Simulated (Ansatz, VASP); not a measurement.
# Two plane-wave programs on LaAl2N3

```xyz
6
Lattice="-1.7258 1.7258 6.4323 1.7258 -1.7258 6.4323 1.7258 1.7258 -6.4323" Properties=species:S:1:pos:R:3 pbc="T T T"
La    0.0000    0.0000    0.0000
N     0.0000    0.0000   10.5006
N     0.0000    0.0000    2.3639
N     0.0000    0.0000    6.4323
Al    0.0000    0.0000    4.2144
Al    0.0000    0.0000    8.6502
```

Alike in both runs: task single point; functional r2SCAN; k mesh 10 × 10 × 10; occupations fermi-dirac, width 0.02 eV; no spin polarisation.

```csv
,VASP,Ansatz
version,VASP 6.6.1,Ansatz 0.2.0
potentials or method,"VASP PAW PBE potentials, release 64 (La, N, Al)","plane waves, PAW"
plane-wave cutoff (eV),520,500
valence electrons in the cell,32,32
```

```csv
,VASP,Ansatz,Ansatz less VASP
pressure (GPa),-0.5,0.0,+0.53
rms of the force components (eV/Å),0.022,0.000,-0.0218
```

VASP's potentials were made for PBE, not for r2SCAN.

Spin-orbit coupling is off throughout.
